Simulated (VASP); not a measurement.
Runs of VASP 6.6.1 on ZrC. The structure is that of space group I4/mmm (No. 139), or close to it. The cells are those of the table. 

```csv
cell,gap on the mesh (eV),pressure (GPa)
"a = 3.263, b = 3.263, c = 3.058 Å, angles 62.1, 62.1, 55.9°, 2 atoms",none,(a)
"a = 3.125, b = 3.125, c = 3.191 Å, angles 59.3, 59.3, 61.4°, 2 atoms",none,(b)
"a = 3.194, b = 3.194, c = 3.324 Å, angles 58.6, 58.6, 62.7°, 2 atoms",none,27.3
"a = 3.334, b = 3.334, c = 3.058 Å, angles 62.7, 62.7, 54.6°, 2 atoms",none,38.5
"a = 3.258, b = 3.258, c = 3.324 Å, angles 59.3, 59.3, 61.3°, 2 atoms",none,12.3
"a = 3.194, b = 3.194, c = 3.058 Å, angles 61.4, 61.4, 57.2°, 2 atoms",none,58.2
```

Alike in all rows: task single point; level PBE; potentials or basis VASP PAW PBE potentials, release 64 (Zr_sv, C); no spin polarisation; k mesh 18 × 18 × 18; cutoff (eV) 520; smearing gaussian 0.15 eV.

**Question.** Fill in the values left out.

**Answer.** (a) 46.7; (b) 54.6.

Caveats: the stress differs along the axes, from 1 to 70 GPa (at least some runs); the stress differs along the axes, from 44 to 75 GPa (at least some runs); the stress differs along the axes, from 11 to 59 GPa (at least some runs); the stress differs along the axes, from -13 to 64 GPa (at least some runs); the stress differs along the axes, from 6 to 25 GPa (at least some runs); the stress differs along the axes, from 22 to 77 GPa (at least some runs).

A k mesh can miss the band edges, and the runs leave out spin-orbit coupling on Zr.

A gap of «none» marks levels without a gap at the run's occupations.
